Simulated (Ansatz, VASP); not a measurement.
# Li2S in VASP and in Ansatz

File INCAR:

```
PREC = Accurate
ENCUT = 750
EDIFF = 1E-6
ISMEAR = 0
SIGMA = 0.02
LREAL = F
LASPH = T
NELM = 120
ALGO = Normal
ISIF = 2
LWAVE = F
LCHARG = F
GGA = PE
NBANDS = 13
GGA_COMPAT = F
```

Contents of KPOINTS:

```
Automatic mesh
0
Gamma
  8 8 8
```

The input POSCAR:

```
Li2S
1.0
    0.0000000000      2.9450140600      2.9450140600
    2.9450140600      0.0000000000      2.9450140600
    2.9450140600      2.9450140600      0.0000000000
Li S
2 1
Direct
    0.2500000000      0.2500000000      0.2500000000
    0.7500000000      0.7500000000      0.7500000000
    0.0000000000      0.0000000000      0.0000000000
```

Input for Ansatz:

```yaml
crystal:
  lattice:
    - [0.0, 2.94501406, 2.94501406]
    - [2.94501406, 0.0, 2.94501406]
    - [2.94501406, 2.94501406, 0.0]
  atoms:
    - { symbol: Li, position: [0.25, 0.25, 0.25] }
    - { symbol: Li, position: [0.75, 0.75, 0.75] }
    - { symbol: S, position: [0.0, 0.0, 0.0] }
basis:
  ecutwfc: 420
kpoints:
  mp_grid: { grid: [8, 8, 8] }
hamiltonian:
  xc: pbe
scf:
  occupations: { method: gaussian, width: 0.02 }
output:
  forces: true
  stress: true
  eigenvalues: true
  populations: true
  write_density: true
  write_potential: true
  elf: true
  volumetric_format: npy
```

Alike in both runs: task single point; functional PBE; k mesh 8 × 8 × 8; occupations gaussian, width 0.02 eV; no spin polarisation.

|  | VASP | Ansatz |
| --- | --- | --- |
| version | VASP 6.6.1 | Ansatz 0.2.0 |
| potentials or method | VASP PAW PBE potentials, release 64 (Li_sv, S), cutoff 750 eV | scalar-relativistic, plane waves, PAW |
| valence electrons in the cell | 12 | 12 |

|  | VASP | Ansatz | Ansatz less VASP |
| --- | --- | --- | --- |
| gap on the k mesh at the Fermi level (eV) | 3.43 | 3.44 | +0.006 |
| least direct gap on the mesh (eV) | 3.78 | 3.78 | +0.001 |
| pressure (GPa) | -3.5 | -3.2 | +0.22 |
